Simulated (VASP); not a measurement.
A run of VASP 6.6.1 is set up as follows.

INCAR

```
SYSTEM = Mg3ZrN2
PREC = Accurate
ENCUT = 600
EDIFF = 1E-6
ISMEAR = 0
SIGMA = 0.2
LREAL = .FALSE.
LASPH = .TRUE.
NELM = 120
ALGO = Normal
ISIF = 2
LWAVE = .FALSE.
LCHARG = .TRUE.
GGA = PE
LELF = .TRUE.
LVHAR = .TRUE.
NBANDS = 23
GGA_COMPAT = .FALSE.
```

The input KPOINTS:

```
Automatic mesh
0
G
  4 4 4
  0 0 0
```

POSCAR

```
Mg3ZrN2
1.0
    6.2830579648      0.0000000037      0.0000000000
   -3.1415289855      5.4412878091      0.0000000000
    0.0000000000      0.0000000000      5.3759668192
Mg Zr N
3 1 2
Direct
    0.4999961224      0.0000000000      0.0000000000
    0.0000000000      0.4999961224      0.0000000000
    0.5000038776      0.5000038776      0.0000000000
    0.0000000000      0.0000000000      0.0000000000
    0.0000000000      0.0000000000      0.6112082565
    0.0000000000      0.0000000000      0.3887917435
```

Potentials or basis: VASP PAW PBE potentials, release 64 (Mg, Zr_sv, N).

Command:

```bash
$ cat potpaw_PBE.64/Mg/POTCAR potpaw_PBE.64/Zr_sv/POTCAR potpaw_PBE.64/N/POTCAR > POTCAR
$ mpirun -np 1 vasp_std > vasp.out
```

Task: Predict the band gap on the k mesh.

Result: Zero (band 14 reaches 1.39 eV, above the bottom of band 15 at 0.77 eV).

Task: Estimate the largest force.

Result: 0.370 eV/Å.

Task: Estimate the pressure.

Result: -0.1 GPa.

Stress tensor (GPa, compression positive):
```
-0.15  0.00  0.00
 0.00 -0.15  0.00
 0.00  0.00  0.11
```

Caveat: the standard files for N, O and F lose accuracy on very short bonds.
